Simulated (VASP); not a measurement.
A run of VASP 6.6.1 is set up as follows.

Contents of INCAR:

```
SYSTEM = As
  PREC = Accurate
  ENCUT = 520
  EDIFF = 1E-7
  ISMEAR = 0
  SIGMA = 0.02
  LREAL = .False.
  LASPH = .True.
  NELM = 100
  ALGO = Normal
  ISIF = 2
  LWAVE = .False.
  LCHARG = .False.
  LDIPOL = .True.
  IDIPOL = 3
  DIPOL = 0.5 0.5 0.500
  GGA = PE
  NBANDS = 12
```

Contents of KPOINTS:

```
regular mesh
0
Gamma
  9 9 1
  0 0 0
```

Contents of POSCAR:

```
As
1.0
    3.3810000000      0.0000000000      0.0000000000
   -1.6905000000      2.9280318902      0.0000000000
    0.0000000000      0.0000000000     28.0000000000
As
2
Direct
    0.3333333333      0.6666666667      0.5159642857
    0.6666666667      0.3333333333      0.4840357143
```

Potentials or basis: VASP PAW PBE potentials, release 64 (As).

The run is started by

```console
$ cat potpaw_PBE.64/As/POTCAR > POTCAR
$ mpirun -np 1 vasp_std > vasp.out
```

(1) Estimate the band gap on the k mesh.

(2) Estimate the largest force.

Results:

(1) zero (band 5 reaches -3.31 eV, above the bottom of band 6 at -3.35 eV).

(2) 8.442 eV/Å.
